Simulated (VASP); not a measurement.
Input of a VASP 6.6.1 run:

Contents of INCAR:

```
SYSTEM = HC12
PREC = Accurate
ENCUT = 520
EDIFF = 1E-7
ISMEAR = 0
SIGMA = 0.05
LREAL = Auto
LASPH = .TRUE.
NELM = 100
ALGO = Normal
ISIF = 2
LWAVE = .FALSE.
LCHARG = .FALSE.
LDIPOL = .TRUE.
IDIPOL = 3
DIPOL = 0.5 0.5 0.291
NBANDS = 68
```

Contents of KPOINTS:

```
regular mesh
0
G
  6 4 1
  0 0 0
```

Contents of POSCAR:

```
HC12
1.0
    4.8892663280      0.0000000000      0.0000000000
   -2.4446331640      6.7739291692      0.0000000000
    0.0000000000      0.0000000000     22.7684096771
C H
24 2
Direct
    0.4020794403      0.3041588806      0.1756820110
    0.4020794403      0.8041588805      0.1756820110
    0.9020794403      0.3041588806      0.1756820110
    0.9020794403      0.8041588805      0.1756820110
    0.1630408159      0.3260816317      0.2059829668
    0.1630408159      0.8260816317      0.2059829668
    0.6630408159      0.3260816317      0.2059829668
    0.6630408159      0.8260816317      0.2059829668
    0.1846395683      0.3692791367      0.2666259491
    0.1846395683      0.8692791367      0.2666259491
    0.6846395683      0.3692791367      0.2666259491
    0.6846395683      0.8692791367      0.2666259491
    0.4461625696      0.3923265051      0.2960492075
    0.4461625696      0.8923265051      0.2960492075
    0.9461625696      0.3923265051      0.2960492075
    0.9461625696      0.8923265051      0.2960492075
    0.4715644646      0.4431294558      0.3591099590
    0.4715644646      0.9431294558      0.3591099590
    0.9715644646      0.4431294558      0.3591099590
    0.9715644646      0.9431294558      0.3591099590
    0.2327030006      0.4654044969      0.3851129614
    0.2327030006      0.9654044969      0.3851129614
    0.7327030006      0.4654044969      0.3851129614
    0.7327030006      0.9654044969      0.3851129614
    0.2327030006      0.8616074230      0.4048771876
    0.2327030006      1.0692015708      0.4048771876
```

Potentials or basis: VASP PAW LDA potentials, release 64 (C, H).

Command:

```sh
$ cat potpaw_LDA.64/C/POTCAR potpaw_LDA.64/H/POTCAR > POTCAR
$ mpirun -np 1 vasp_std > vasp.out
```

Question: Estimate the largest force.

Answer: 15.362 eV/Å.

Question: What does it give for the band gap on the k mesh?

Answer: Zero (band 49 reaches -3.41 eV, above the bottom of band 50 at -3.44 eV).

Forces on the atoms (eV/Å):
```
C     0.008   0.297   1.734
C     0.290   0.348   1.850
C    -0.005   0.271   1.724
C    -0.290   0.327   1.843
C     0.010  -0.676  -3.364
C     0.003  -0.750  -3.450
C    -0.012  -0.672  -3.345
C    -0.006  -0.646  -3.134
C    -0.015   0.399   1.496
C    -0.022   0.366   1.247
C     0.008   0.394   1.485
C     0.026   0.232   1.143
C     0.017  -0.012   0.071
C     0.665   0.012   1.094
C    -0.012   0.062   0.060
C    -0.789   0.208   1.001
C     0.002  -0.107  -0.214
C     4.284   0.954  -4.693
C     0.004  -0.116  -0.324
C    -3.870  -1.893  -4.383
C    -0.032   0.230   0.328
C    -0.667   0.749 -10.795
C     0.024   0.179   0.246
C     0.080   0.038   0.006
H     2.298 -11.807   9.555
H    -1.998  11.612   8.821
```
